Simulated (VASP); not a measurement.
# Al2Cl2F (P6/mmm) in VASP: a series of runs, part 2 of 2

VASP 6.6.1. The steps go on from the part before.

## 4. Relaxation of cell and atoms, PBE

This run uses another cell than the first one, of 35.36 Å³/atom.

Input file INCAR:

```
SYSTEM = Al2Cl2F
PREC = Accurate
ENCUT = 600
EDIFF = 1E-7
ISMEAR = 0
SIGMA = 0.1
LREAL = .False.
LASPH = .True.
NELM = 100
ALGO = Normal
ISIF = 3
LWAVE = .False.
LCHARG = .False.
GGA = PE
IBRION = 2
NSW = 100
EDIFFG = -0.01
```

Input file KPOINTS:

```
Automatic mesh
0
Gamma
  12 12 6
  0 0 0
```

Input file POSCAR:

```
Al2Cl2F
1.0
    5.3859083990      0.0000000000      0.0000000000
   -2.6929541995      4.6643334960      0.0000000000
    0.0000000000      0.0000000000      7.0384219259
Al Cl F
2 2 1
Direct
    0.0000000000      0.0000000000      0.2500073260
    0.0000000000      0.0000000000      0.7499926740
    0.3333333333      0.6666666667      0.5000000000
    0.6666666667      0.3333333333      0.5000000000
    0.0000000000      0.0000000000      0.5000000000
```

Potentials or basis: VASP PAW PBE potentials, release 64 (Al, Cl, F).

Started as:

```sh
> cat potpaw_PBE.64/Al/POTCAR potpaw_PBE.64/Cl/POTCAR potpaw_PBE.64/F/POTCAR > POTCAR
> mpirun -np 1 vasp_std > vasp.out
```

OUTCAR:

```text
SYSTEM = Al2Cl2F
   PREC = Accurate
   ENCUT = 600
   EDIFF = 1E-7
   ISMEAR = 0
   LREAL = .False.
   LASPH = .True.
   NELM = 100
   ISIF = 3
   GGA = PE
   IBRION = 2
   NSW = 100
   EDIFFG = -0.01

 ion  position               nearest neighbor table
   1  0.000  0.000  0.250-   5 1.76
   2  0.000  0.000  0.750-   5 1.76
   3  0.333  0.667  0.500-
   4  0.667  0.333  0.500-
   5  0.000  0.000  0.500-   1 1.76   2 1.76

  LATTYP: Found a hexagonal cell.
 ALAT       =     5.3859083990
 C/A-ratio  =     1.3068216918

  Lattice vectors:

 A1 = (   5.3859083990,   0.0000000000,   0.0000000000)
 A2 = (  -2.6929541995,   4.6643334960,   0.0000000000)
 A3 = (   0.0000000000,   0.0000000000,   7.0384219259)

Analysis of symmetry for initial positions (statically):
=====================================================================
 Subroutine PRICEL returns:
 Original cell was already a primitive cell.

 Routine SETGRP: Setting up the symmetry group for a
 hexagonal supercell.

 Subroutine GETGRP returns: Found 24 space group operations
 (whereof 24 operations were pure point group operations)
 out of a pool of 24 trial point group operations.

The static configuration has the point symmetry D_6h.

Analysis of symmetry for dynamics (positions and initial velocities):
=====================================================================
 Subroutine PRICEL returns:
 Original cell was already a primitive cell.

 Routine SETGRP: Setting up the symmetry group for a
 hexagonal supercell.

 Subroutine GETGRP returns: Found 24 space group operations
 (whereof 24 operations were pure point group operations)
 out of a pool of 24 trial point group operations.

The dynamic configuration has the point symmetry D_6h.

 Subroutine INISYM returns: Found 24 space group operations
[... 128 lines left out ...]
   GGA     = PE    functional components
   LHFCALC =     F    Hartree Fock is set to
   AEXX    =    0.0000 exact exchange contribution
   IVDW    =     0    specifies the selected vdW correction
   LEPSILON=     F    determine dielectric tensor
   LRPA    =     F    only Hartree local field effects (RPA)
 conjugate gradient relaxation of ions
 non-spin polarized calculation
 Gauss-broadening in eV      SIGMA  =   0.10
  energy-cutoff  :      600.00
  volume of cell :      176.82
 maximum number of plane-waves:      5938
 NGX is ok and might be reduce to    48
   NGX = 21   NGY = 21   NGZ = 29

--------------------------------------- Ionic step        1  -------------------------------------------

 number of electron      26.9999995 magnetization

 Free energy of the ion-electron system (eV)
  ---------------------------------------------------
  ext. energy  EPLUGINS =         0.00000000
  ---------------------------------------------------
  free energy    TOTEN  =       -15.13593275 eV

  energy without entropy =      -15.09958780  energy(sigma->0) =      -15.11776027

------------------------ aborting loop because EDIFF is reached ----------------------------------------

  FORCE on cell =-STRESS in cart. coord.  units (eV):
  Direction    XX          YY          ZZ          XY          YZ          ZX
  --------------------------------------------------------------------------------------
  -------------------------------------------------------------------------------------
  Total        0.0997317      0.0997317     -0.0421048      0.0000000     -0.0000000      0.0000000
  in kB        0.9036907      0.9036907     -0.3815212      0.0000000     -0.0000000      0.0000000
  external PRESSURE =       0.4752867 kB  Pullay stress =       0.0000000 kB
[... 143 lines left out ...]
--------------------------------------- Ionic step        5  -------------------------------------------

 number of electron      26.9999995 magnetization

 Free energy of the ion-electron system (eV)
  ---------------------------------------------------
  ext. energy  EPLUGINS =         0.00000000
  ---------------------------------------------------
  free energy    TOTEN  =       -15.13624054 eV

  energy without entropy =      -15.09952626  energy(sigma->0) =      -15.11788340

 E-fermi :  -0.6440     XC(G=0):  -6.4660

 val. band max:       -0.6511155104   @ k =   0.3333   0.0833   0.0000
 cond. band min:      -0.6362360559   @ k =   0.2500   0.0833   0.1667
 fundamental gap:      0.0148794546
 Fermi energy:        -0.6439949909

 k-point     1 :       0.0000    0.0000    0.0000
  band No.  band energies     occupation
      1     -26.1321      2.00000
      2     -14.2912      2.00000
      3     -13.3581      2.00000
      4      -9.8345      2.00000
      5      -7.0130      2.00000
      6      -7.0130      2.00000
[... 457 lines left out ...]
      4      -9.8286      2.00000
      5      -7.0596      2.00000
      6      -6.9322      2.00000
[... 9 lines left out ...]
     16       2.4741      0.00000
     17       3.1631      0.00000

 [... further k-points ...]

------------------------ aborting loop because EDIFF is reached ----------------------------------------

  FORCE on cell =-STRESS in cart. coord.  units (eV):
  Direction    XX          YY          ZZ          XY          YZ          ZX
  --------------------------------------------------------------------------------------
  -------------------------------------------------------------------------------------
  Total        0.0009100      0.0009100     -0.0342874     -0.0000000      0.0000000      0.0000000
  in kB        0.0082064      0.0082064     -0.3092114     -0.0000000      0.0000000      0.0000000
  external PRESSURE =      -0.0975995 kB  Pullay stress =       0.0000000 kB
[... 20 lines left out ...]
  FREE ENERGIE OF THE ION-ELECTRON SYSTEM (eV)
  ---------------------------------------------------
  free  energy   TOTEN  =       -15.1362405411 eV

  energy  without entropy=      -15.0995262586  energy(sigma->0) =      -15.11788340

 reached required accuracy - stopping structural energy minimisation
```

Run time: 28 min. Hardware: 1 thread of Intel Xeon Platinum 8259CL at 2.50GHz (Skylake/Cascade Lake), shared host; peak memory 0.54 GiB.

What came out:

```yaml
Free_energy: -15.1362 eV
Relaxed_volume: 35.53 Å³/atom
Relaxed_cell: a = 5.401 Å, b = 5.401 Å, c = 7.033 Å, α = 90.00°, β = 90.00°, γ = 120.00°
Space_group_after_relaxing_to_0.1_Å: P6/mmm (No. 191)
Energy_gained_by_relaxing: 0.1 meV/atom
Ionic_steps: 5
Pressure_after_relaxing: 0.0 GPa
Band_gap_on_the_k_mesh: zero (an odd number of electrons rules out a gap without spin polarisation)
```

Forces on the atoms (eV/Å):
```
Al   0.000  0.000 -0.003
Al   0.000  0.000  0.003
Cl   0.000  0.000  0.000
Cl   0.000  0.000  0.000
F    0.000  0.000  0.000
```

The path:
```tsv
step	energy change (eV)	largest force (eV/Å)	pressure (GPa)	volume (Å³)
1	0.0000	0.0013	0.05	176.82
2	-0.0002	0.0137	0.04	177.09
3	-0.0003	0.0304	0.02	177.44
4	-0.0003	0.0118	-0.03	177.78
5	-0.0003	0.0029	-0.01	177.66
```

Final structure:
```yaml
crystal:
  lattice:
    - [5.40073, 0.00000, 0.00000]
    - [-2.70036, 4.67717, 0.00000]
    - [0.00000, 0.00000, 7.03323]
  atoms:
    - { symbol: Al, position: [0.00000, 0.00000, 0.24981] }
    - { symbol: Al, position: [0.00000, 0.00000, 0.75019] }
    - { symbol: Cl, position: [0.33333, 0.66667, 0.50000] }
    - { symbol: Cl, position: [0.66667, 0.33333, 0.50000] }
    - { symbol: F, position: [0.00000, 0.00000, 0.50000] }
```

Caveat: an odd number of electrons without spin polarisation forces a metal; a magnetic or distorted state may lie lower.

## 5. The runs side by side

| task | cell | k mesh | cutoff (eV) | gap on the mesh (eV) | pressure (GPa) | relaxed volume (Å³/atom) | largest force (eV/Å) |
| --- | --- | --- | --- | --- | --- | --- | --- |
| relaxation of cell and atoms | relaxed from a = 4.482, b = 4.482, c = 5.718 Å, angles 90.0, 90.0, 120.0°, 5 atoms, atomic positions A | 6 × 6 × 4 | 600 | none | 0.0 | 33.49 | 0.01 |
| single point | a = 5.407, b = 5.407, c = 7.033 Å, angles 90.0, 90.0, 120.0°, 5 atoms, atomic positions B | 12 × 12 × 6 | 520 | none | 0.0 | - | 0.01 |
| relaxation of cell and atoms | relaxed from a = 5.386, b = 5.386, c = 7.038 Å, angles 90.0, 90.0, 120.0°, 5 atoms, atomic positions C | 12 × 12 × 6 | 600 | none | 0.0 | 35.53 | - |

Alike in all rows: level PBE; potentials or basis VASP PAW PBE potentials, release 64 (Al, Cl, F); no spin polarisation; smearing gaussian 0.1 eV.

Caveats: an odd number of electrons without spin polarisation forces a metal; a magnetic or distorted state may lie lower; the volume moved by over 15 % at a fixed basis, so the end points are rough (at least some runs).

Total energies depend on the potentials used, so only differences within one code and one set of settings carry meaning.

The gap in the log of VASP goes by the Fermi energy; the results here count the filled bands.